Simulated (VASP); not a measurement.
# GaAs (F-43m) in VASP: a series of runs

The runs below take GaAs through single point, with PBE-based screened hybrid with 25 % exact exchange.

Program: VASP 6.6.1. These are calculated values, not measurements. Logs are shortened: lines on timing, memory, paths and dates and some standing lists are left out, and cuts for length are marked.

**1. The cell of the first run**

Symmetry: F-43m, No. 216, cubic system. Conventional cell: a = 5.654 Å, b = 5.654 Å, c = 5.654 Å, α = 90.00°, β = 90.00°, γ = 90.00°. Within 3.2 Å of As (site symmetry -43m) lie 4 Ga at 2.45 Å. Ga (site symmetry -43m) has 4 As at 2.45 Å within 3.2 Å.

**2. Single point, PBE-based screened hybrid with 25 % exact exchange**

File POSCAR:

```
GaAs
1.0
    0.0000000000      2.8268500000      2.8268500000
    2.8268500000      0.0000000000      2.8268500000
    2.8268500000      2.8268500000      0.0000000000
As Ga
1 1
Direct
    0.7500000000      0.7500000000      0.7500000000
    0.0000000000      0.0000000000      0.0000000000
```

File INCAR.step1:

```
SYSTEM = GaAs
PREC = Accurate ; ENCUT = 520
EDIFF = 1E-5 ; ISMEAR = -1
SIGMA = 0.05 ; LREAL = .False.
LASPH = .True. ; NELM = 100
ALGO = Normal ; ISIF = 2
LWAVE = .True. ; LCHARG = .False.
NBANDS = 16 ; GGA = PE
```

File INCAR.step2:

```
SYSTEM = GaAs
PREC = Accurate ; ENCUT = 520
EDIFF = 1E-6 ; ISMEAR = -1
SIGMA = 0.05 ; LREAL = .False.
LASPH = .True. ; NELM = 100
ALGO = Normal ; ISIF = 2
LWAVE = .False. ; LCHARG = .False.
GGA = PE ; LHFCALC = .True.
AEXX = 0.25 ; HFSCREEN = 0.3
PRECFOCK = Normal ; NBANDS = 16
ISTART = 1
```

File KPOINTS:

```
regular mesh
0
Gamma
  4 4 4
  0 0 0
```

Potentials or basis: VASP PAW PBE potentials, release 64 (As, Ga_d).

Run with:

```bash
$ cat potpaw_PBE.64/As/POTCAR potpaw_PBE.64/Ga_d/POTCAR > POTCAR
$ cp INCAR.step1 INCAR
$ mpirun -np 1 vasp_std > vasp.out
$ cp INCAR.step2 INCAR
$ mpirun -np 1 vasp_std > vasp.out
```

OUTCAR:

```text
SYSTEM = GaAs
   PREC = Accurate
   ENCUT = 520
   EDIFF = 1E-6
   ISMEAR = -1
   LREAL = .False.
   LASPH = .True.
   NELM = 100
   ISIF = 2
   GGA = PE
   LHFCALC = .True.
   AEXX = 0.25
   HFSCREEN = 0.3
   PRECFOCK = Normal
   ISTART = 1

 ion  position               nearest neighbor table
   1  0.750  0.750  0.750-   2 2.45   2 2.45   2 2.45   2 2.45
   2  0.000  0.000  0.000-   1 2.45   1 2.45   1 2.45   1 2.45

  LATTYP: Found a face centered cubic cell.
 ALAT       =     5.6537000000

  Lattice vectors:

 A1 = (   0.0000000000,   2.8268500000,   2.8268500000)
 A2 = (   2.8268500000,   0.0000000000,   2.8268500000)
 A3 = (   2.8268500000,   2.8268500000,   0.0000000000)

Analysis of symmetry for initial positions (statically):
=====================================================================
 Subroutine PRICEL returns:
 Original cell was already a primitive cell.

 Routine SETGRP: Setting up the symmetry group for a
 face centered cubic supercell.

 Subroutine GETGRP returns: Found 24 space group operations
 (whereof 24 operations were pure point group operations)
 out of a pool of 48 trial point group operations.

The static configuration has the point symmetry T_d .

Analysis of symmetry for dynamics (positions and initial velocities):
=====================================================================
 Subroutine PRICEL returns:
 Original cell was already a primitive cell.

 Routine SETGRP: Setting up the symmetry group for a
 face centered cubic supercell.

 Subroutine GETGRP returns: Found 24 space group operations
 (whereof 24 operations were pure point group operations)
 out of a pool of 48 trial point group operations.

The dynamic configuration has the point symmetry T_d .

 Subroutine INISYM returns: Found 24 space group operations
 (whereof 24 operations are pure point group operations),
 and found     1 'primitive' translations

----------------------------------------------------------------------------------------

                                     Primitive cell

  volume of cell :      45.1792
[... 71 lines left out ...]
   NELM   =    100;   NELMIN=  2; NELMDL=  0     # of ELM steps
   EDIFF  = 0.1E-05   stopping-criterion for ELM
   LREAL  =      F    real-space projection
   EDIFFG = 0.1E-04   stopping-criterion for IOM
   NSW    =      0    number of steps for IOM
   IBRION =     -1    ionic relax: 0-MD 1-quasi-New 2-CG
   NFREE  =      0    steps in history (QN), initial steepest desc. (CG)
   ISIF   =      2    stress and relaxation
   ISYM   =      3    0-nonsym 1-usesym 2-fastsym
   POTIM  = 0.5000    time-step for ionic-motion
   TEBEG  =    0.0;   TEEND  =   0.0 temperature during run
   PSTRESS=    0.0 pullay stress
   NELECT =      18.0000    total number of electrons
   NUPDOWN=      -1.0000    fix difference up-down
   EMIN   =  10.00;   EMAX   =-10.00  energy-range for DOS
   EFERMI =   0.00;   METHOD = LEGACY
   ISMEAR =    -1;   SIGMA  =   0.05  broadening in eV -4-tet -1-fermi 0-gaus
   EFERMI_NEDOS =   21; number of points for ismear=-14 and -15
   IALGO  =     38    algorithm
   IMIX   =      1    mixing-type and parameters
     AMIX     =   0.40;   BMIX     =  1.00
     AMIX_MAG =   1.60;   BMIX_MAG =  1.00
  volume/ion in A,a.u.               =      22.59       152.44
  Fermi-wavevector in a.u.,A,eV,Ry     =   1.204628  2.276417 19.743799  1.451128
  Thomas-Fermi vector in A             =   2.340347
   LORBIT       =      0    0 simple, 1 ext, 2 COOP (PROOUT), +10 PAW based schemes
   GGA     = PE    functional components
   LHFCALC =     T    Hartree Fock is set to
   PRECFOCK=normal    Normal, Fast or Accurate (Low or Medium for compatibility)
   ENCUT4O =  -1.0   cutoff for four orbital integrals eV
   NKREDX  =     1    reduce k-point grid by
   NKREDY  =     1    reduce k-point grid by
   NKREDZ  =     1    reduce k-point grid by
   AEXX    =    0.2500 exact exchange contribution
   HFSCREEN=    0.3000 screening length (either q_TF or 0.3 A-1)
   HFSCREENC=   0.3000 screening length for correlation (either q_TF or 0.3 A-1)
   ENCUTFOCK=  -1.0 apply spherical cutoff to Coloumb kernel
   IVDW    =     0    specifies the selected vdW correction
   LEPSILON=     F    determine dielectric tensor
   LRPA    =     F    only Hartree local field effects (RPA)
 non-spin polarized calculation
  energy-cutoff  :      520.00
  volume of cell :       45.18
 maximum number of plane-waves:      1243
 NGX is ok and might be reduce to    30
  NGX = 24; NGY = 24; NGZ = 24

 number of electron      17.9999995 magnetization

 Free energy of the ion-electron system (eV)
  ---------------------------------------------------
  ext. energy  EPLUGINS =         0.00000000
  ---------------------------------------------------
  free energy    TOTEN  =        -9.40795144 eV

  energy without entropy =       -9.40795126  energy(sigma->0) =       -9.40795135

 E-fermi :   4.2884     XC(G=0):  -8.0866

 val. band max:        3.6148244147   @ k =   0.0000   0.0000   0.0000
 cond. band min:       4.9073164844   @ k =   0.0000   0.0000   0.0000
 fundamental gap:      1.2924920697
 Fermi energy:         4.2884220713

 k-point     1 :       0.0000    0.0000    0.0000
  band No.  band energies     occupation
      1     -13.6722      2.00000
      2     -13.6722      2.00000
      3     -13.6722      2.00000
      4     -13.5919      2.00000
      5     -13.5919      2.00000
      6     -10.2081      2.00000
[... 129 lines left out ...]
      3     -13.6310      2.00000
      4     -13.6022      2.00000
      5     -13.5882      2.00000
      6      -7.4188      2.00000
[... 8 lines left out ...]
     15      16.8352      0.00000
     16      17.8916      0.00000

------------------------ aborting loop because EDIFF is reached ----------------------------------------

  FORCE on cell =-STRESS in cart. coord.  units (eV):
  Direction    XX          YY          ZZ          XY          YZ          ZX
  --------------------------------------------------------------------------------------
  -------------------------------------------------------------------------------------
  Total        0.4477480      0.4477480      0.4477480     -0.0000000      0.0000000     -0.0000000
  in kB       15.8783715     15.8783715     15.8783715     -0.0000000      0.0000000     -0.0000000
  external PRESSURE =      15.8783715 kB  Pullay stress =       0.0000000 kB

 VOLUME and BASIS-vectors are now :
 -----------------------------------------------------------------------------
  energy-cutoff  :      520.00
  volume of cell :       45.18
      direct lattice vectors                 reciprocal lattice vectors
     0.000000000  2.826850000  2.826850000    -0.176875321  0.176875321  0.176875321
     2.826850000  0.000000000  2.826850000     0.176875321 -0.176875321  0.176875321
     2.826850000  2.826850000  0.000000000     0.176875321  0.176875321 -0.176875321

 POSITION                                       TOTAL-FORCE (eV/Angst)
 -----------------------------------------------------------------------------------
      4.24027      4.24027      4.24027         0.000000      0.000000      0.000000
      0.00000      0.00000      0.00000        -0.000000     -0.000000     -0.000000
 -----------------------------------------------------------------------------------
    total drift:                                0.000060      0.000073      0.000052

  FREE ENERGIE OF THE ION-ELECTRON SYSTEM (eV)
  ---------------------------------------------------
  free  energy   TOTEN  =        -9.4079514407 eV

  energy  without entropy=       -9.4079512564  energy(sigma->0) =       -9.40795135
```

OSZICAR.step1:

```text
N       E                     dE             d eps       ncg     rms          rms(c)
DAV:   1     0.793223468252E+02    0.79322E+02   -0.89049E+03   272   0.152E+03
DAV:   2    -0.207630417913E+01   -0.81399E+02   -0.77542E+02   304   0.289E+02
DAV:   3    -0.817627724024E+01   -0.61000E+01   -0.60833E+01   312   0.624E+01
DAV:   4    -0.825753092850E+01   -0.81254E-01   -0.81248E-01   320   0.817E+00
DAV:   5    -0.825857266550E+01   -0.10417E-02   -0.10417E-02   320   0.872E-01    0.297E+00
DAV:   6    -0.809361006451E+01    0.16496E+00   -0.23797E-01   376   0.830E+00    0.180E+00
DAV:   7    -0.807099017321E+01    0.22620E-01   -0.76997E-02   352   0.192E+00    0.587E-01
DAV:   8    -0.807247385159E+01   -0.14837E-02   -0.12367E-02   288   0.126E+00    0.120E-01
DAV:   9    -0.807302438577E+01   -0.55053E-03   -0.11802E-03   296   0.421E-01    0.527E-02
DAV:  10    -0.807312172868E+01   -0.97343E-04   -0.97512E-05   336   0.101E-01    0.295E-02
DAV:  11    -0.807318996785E+01   -0.68239E-04   -0.95124E-05   280   0.755E-02    0.360E-03
DAV:  12    -0.807319007898E+01   -0.11114E-06   -0.15922E-06   256   0.170E-02
   1 F= -.80731901E+01 E0= -.80730893E+01  d E =-.201601E-03
```

Wall time 8.2 min (1 thread of AMD EPYC 7R43 (Zen 3), shared host); peak memory 0.24 GiB.

Results:

* Free energy: -9.4080 eV
* Pressure: 1.6 GPa
* Band gap on the k mesh: 1.29 eV

Levels at points of the mesh, in eV from the valence-band top:
```
           k point  band 6  band 7  band 8  band 9  band 10  band 11  band 12  band 13
(0.00, 0.00, 0.00)  -13.82    0.00    0.00    0.00     1.29     4.36     4.36     4.36
(0.50, 0.00, 0.00)  -11.91   -7.09   -1.21   -1.21     1.63     5.27     5.27     8.47
(0.50, 0.50, 0.00)  -11.09   -7.28   -2.86   -2.86     1.93     2.19    11.28    11.28
```

Caveat: the k points lie up to 0.48 Å⁻¹ apart; the PAW data sets were made with another functional, which shifts forces and pressure a little.

**3. Single point, PBE-based screened hybrid with 25 % exact exchange**

This run uses another cell than the first one, of 23.04 Å³/atom.

File POSCAR:

```
GaAs
1.0
    0.0000000000      2.8455714065      2.8455714065
    2.8455714065      0.0000000000      2.8455714065
    2.8455714065      2.8455714065      0.0000000000
As Ga
1 1
Direct
    0.7500000000      0.7500000000      0.7500000000
    0.0000000000      0.0000000000      0.0000000000
```

File INCAR.step1:

```
  ALGO = Normal
  EDIFF = 1E-5
  ENCUT = 520
  GGA = PE
  ISIF = 2
  ISMEAR = -1
  LASPH = T
  LREAL = F
  LWAVE = T
  NBANDS = 16
  NELM = 100
  PREC = Accurate
  SIGMA = 0.05
```

File INCAR.step2:

```
  AEXX = 0.25
  ALGO = Normal
  EDIFF = 1E-7
  ENCUT = 520
  GGA = PE
  HFSCREEN = 0.3
  ISIF = 2
  ISMEAR = -1
  ISTART = 1
  LASPH = T
  LCHARG = T
  LELF = T
  LHFCALC = T
  LREAL = F
  LVHAR = T
  LWAVE = F
  NBANDS = 16
  NELM = 100
  PREC = Accurate
  PRECFOCK = Normal
  SIGMA = 0.05
```

File KPOINTS:

```
k-points
0
Gamma
  4 4 4
```

Potentials or basis: VASP PAW PBE potentials, release 64 (As, Ga_d).

Run with:

```bash
$ cat potpaw_PBE.64/As/POTCAR potpaw_PBE.64/Ga_d/POTCAR > POTCAR
$ cp INCAR.step1 INCAR
$ mpirun -np 1 vasp_std > vasp.out
$ cp INCAR.step2 INCAR
$ mpirun -np 1 vasp_std > vasp.out
```

OUTCAR:

```text
AEXX = 0.25
   EDIFF = 1E-7
   ENCUT = 520
   GGA = PE
   HFSCREEN = 0.3
   ISIF = 2
   ISMEAR = -1
   ISTART = 1
   LASPH = T
   LHFCALC = T
   LREAL = F
   NELM = 100
   PREC = Accurate
   PRECFOCK = Normal

 ion  position               nearest neighbor table
   1  0.750  0.750  0.750-   2 2.46   2 2.46   2 2.46   2 2.46
   2  0.000  0.000  0.000-   1 2.46   1 2.46   1 2.46   1 2.46

  LATTYP: Found a face centered cubic cell.
 ALAT       =     5.6911428130

  Lattice vectors:

 A1 = (   0.0000000000,   2.8455714065,   2.8455714065)
 A2 = (   2.8455714065,   0.0000000000,   2.8455714065)
 A3 = (   2.8455714065,   2.8455714065,   0.0000000000)

Analysis of symmetry for initial positions (statically):
=====================================================================
 Subroutine PRICEL returns:
 Original cell was already a primitive cell.

 Routine SETGRP: Setting up the symmetry group for a
 face centered cubic supercell.

[... 153 lines left out ...]
  free energy    TOTEN  =        -9.41251729 eV

  energy without entropy =       -9.41251643  energy(sigma->0) =       -9.41251686

 E-fermi :   4.0244     XC(G=0):  -8.0169

 val. band max:        3.4339401855   @ k =   0.0000   0.0000   0.0000
 cond. band min:       4.5598784212   @ k =   0.0000   0.0000   0.0000
 fundamental gap:      1.1259382357
 Fermi energy:         4.0243576177

 k-point     1 :       0.0000    0.0000    0.0000
  band No.  band energies     occupation
      1     -13.8299      2.00000
      2     -13.8298      2.00000
      3     -13.8298      2.00000
      4     -13.7541      2.00000
      5     -13.7541      2.00000
      6     -10.2399      2.00000
[... 129 lines left out ...]
      3     -13.7913      2.00000
      4     -13.7635      2.00000
      5     -13.7505      2.00000
      6      -7.5452      2.00000
[... 8 lines left out ...]
     15      16.5095      0.00000
     16      17.5680      0.00000

------------------------ aborting loop because EDIFF is reached ----------------------------------------

  FORCE on cell =-STRESS in cart. coord.  units (eV):
  Direction    XX          YY          ZZ          XY          YZ          ZX
  --------------------------------------------------------------------------------------
  -------------------------------------------------------------------------------------
  Total        0.0271350      0.0271350      0.0271350     -0.0000000      0.0000000      0.0000000
  in kB        0.9434137      0.9434137      0.9434137     -0.0000000      0.0000000      0.0000000
  external PRESSURE =       0.9434137 kB  Pullay stress =       0.0000000 kB

 VOLUME and BASIS-vectors are now :
 -----------------------------------------------------------------------------
  energy-cutoff  :      520.00
  volume of cell :       46.08
      direct lattice vectors                 reciprocal lattice vectors
     0.000000000  2.845571406  2.845571406    -0.175711633  0.175711633  0.175711633
     2.845571406  0.000000000  2.845571406     0.175711633 -0.175711633  0.175711633
     2.845571406  2.845571406  0.000000000     0.175711633  0.175711633 -0.175711633

 POSITION                                       TOTAL-FORCE (eV/Angst)
 -----------------------------------------------------------------------------------
      4.26836      4.26836      4.26836         0.000000     -0.000000     -0.000000
      0.00000      0.00000      0.00000        -0.000000      0.000000      0.000000
 -----------------------------------------------------------------------------------
    total drift:                                0.000030      0.000044      0.000028

  FREE ENERGIE OF THE ION-ELECTRON SYSTEM (eV)
  ---------------------------------------------------
  free  energy   TOTEN  =        -9.4125172903 eV

  energy  without entropy=       -9.4125164348  energy(sigma->0) =       -9.41251686
```

OSZICAR.step1:

```text
N       E                     dE             d eps       ncg     rms          rms(c)
DAV:   1     0.805658028390E+02    0.80566E+02   -0.91310E+03   256   0.155E+03
DAV:   2    -0.197136864340E+01   -0.82537E+02   -0.78936E+02   288   0.295E+02
DAV:   3    -0.817124378188E+01   -0.61999E+01   -0.61739E+01   336   0.644E+01
DAV:   4    -0.826972720867E+01   -0.98483E-01   -0.98475E-01   304   0.894E+00
DAV:   5    -0.827131313944E+01   -0.15859E-02   -0.15859E-02   336   0.104E+00    0.292E+00
DAV:   6    -0.810915980291E+01    0.16215E+00   -0.23749E-01   392   0.813E+00    0.176E+00
DAV:   7    -0.808784416731E+01    0.21316E-01   -0.72802E-02   336   0.185E+00    0.586E-01
DAV:   8    -0.808939307196E+01   -0.15489E-02   -0.12390E-02   312   0.124E+00    0.114E-01
DAV:   9    -0.808995049110E+01   -0.55742E-03   -0.11779E-03   288   0.420E-01    0.544E-02
DAV:  10    -0.809004432643E+01   -0.93835E-04   -0.93881E-05   360   0.930E-02    0.302E-02
DAV:  11    -0.809011354727E+01   -0.69221E-04   -0.96093E-05   280   0.730E-02    0.353E-03
DAV:  12    -0.809011378882E+01   -0.24155E-06   -0.15184E-06   256   0.161E-02
   1 F= -.80901138E+01 E0= -.80897829E+01  d E =-.661765E-03
```

Wall time 8.8 min (1 thread of AMD EPYC 7R43 (Zen 3), shared host); peak memory 0.24 GiB.

Results:

```yaml
Free_energy: -9.4125 eV
Pressure: 0.1 GPa
Band_gap_on_the_k_mesh: 1.13 eV
```

Caveat: the k points lie up to 0.48 Å⁻¹ apart; the PAW data sets were made with another functional, which shifts forces and pressure a little. A k mesh can miss the band edges.
